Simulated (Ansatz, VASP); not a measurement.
Two plane-wave programs on Cu

Contents of INCAR:

```
SYSTEM = Cu
ALGO     = Normal         ! electronic algorithm
EDIFF    = 1E-6           ! SCF threshold, eV
ENCUT    = 520            ! plane-wave cutoff, eV
GGA      = PE             ! functional
ISIF     = 2              ! what is computed and relaxed
ISMEAR   = 0              ! smearing method
LASPH    = .TRUE.         ! aspherical terms in the spheres
LCHARG   = .FALSE.        ! write CHGCAR
LREAL    = .FALSE.        ! projectors in reciprocal space
LWAVE    = .FALSE.        ! write WAVECAR
NBANDS   = 12             ! bands
NELM     = 100            ! most SCF steps
PREC     = Accurate       ! precision mode
SIGMA    = 0.15           ! smearing width, eV
```

File KPOINTS:

```
k-points
0
G
  30 30 30
  0 0 0
```

File POSCAR:

```
Cu
1.0
   -1.4393168801      1.4755302431      1.3408240156
    1.5117436061     -1.4755302431      1.4182893534
    1.4393168801      1.4755302431     -1.3408240156
Cu
1
Direct
    0.0000000000      0.0000000000      0.0000000000
```

Input for Ansatz:

```yaml
crystal:
  lattice:
    - [-1.4393168801, 1.4755302431, 1.3408240156]
    - [1.5117436061, -1.4755302431, 1.4182893534]
    - [1.4393168801, 1.4755302431, -1.3408240156]
  atoms:
    - { symbol: Cu, position: [0.0, 0.0, 0.0] }
basis:
  ecutwfc: 420
kpoints:
  mp_grid: { grid: [30, 30, 30] }
hamiltonian:
  xc: pbe
scf:
  occupations: { method: gaussian, width: 0.15 }
output:
  forces: true
  stress: true
  eigenvalues: true
```

Change from the starting cell: strain +0.0525 x Voigt [0, 0, 0, 0, 1, 0], atoms carried along.

Alike in both runs: task single point; functional PBE; k mesh 30 × 30 × 30; occupations gaussian, width 0.15 eV; no spin polarisation.

|  | VASP | Ansatz |
| --- | --- | --- |
| version | VASP 6.6.1 | Ansatz 0.2.0 |
| potentials or method | VASP PAW PBE potentials, release 64 (Cu), cutoff 520 eV | scalar-relativistic, plane waves, PAW |
| valence electrons in the cell | 11 | 19 |

|  | VASP | Ansatz | Ansatz less VASP |
| --- | --- | --- | --- |
| gap on the k mesh at the Fermi level (eV) | none | none | - |
| pressure (GPa) | 1.0 | 0.4 | -0.55 |
| traceless stress, the component that is largest in VASP (GPa) | -4.52 | -4.57 | -0.051 |

A gap of «none» marks a metal or a gap that the smearing closes. The functional is the same, so the differences come from potentials, cutoffs and numerics. VASP's potentials hold 11 valence electrons a cell and Ansatz's 19, so a difference there can come from the potentials and not from the codes.
